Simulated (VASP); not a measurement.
Crystal: SnO.

```xyz
4
Lattice="3.7986 0.0000 0.0000 0.0000 3.7986 0.0000 0.0000 0.0000 4.8408" Properties=species:S:1:pos:R:3 pbc="T T T"
Sn    1.8993    0.0000    1.1468
Sn    0.0000    1.8993    3.6940
O     0.0000    0.0000    0.0000
O     1.8993    1.8993    0.0000
```

Base run:

```yaml
Program: VASP 6.6.1
Functional: LDA
Potentials_or_basis: VASP PAW LDA potentials, release 64 (Sn_d, O)
Cutoff: 520 eV
k_mesh: 4 × 4 × 4
Occupations: gaussian, width 0.01 eV
Spin: no spin polarisation
```

Its results: band gap on the k mesh 0.13 eV (least direct gap 1.98 eV); pressure -1.9 GPa.

Task: The run is repeated on the same cell with these changes: k mesh from 4 × 4 × 4 to 2 × 2 × 2. What comes out?

Result: Band gap on the k mesh 0.08 eV (least direct gap 1.97 eV); pressure -2.6 GPa.

Caveats: some runs use coarse meshes; spin-orbit coupling is left out, which moves the levels of the heavy elements.

A k mesh can miss the band edges.
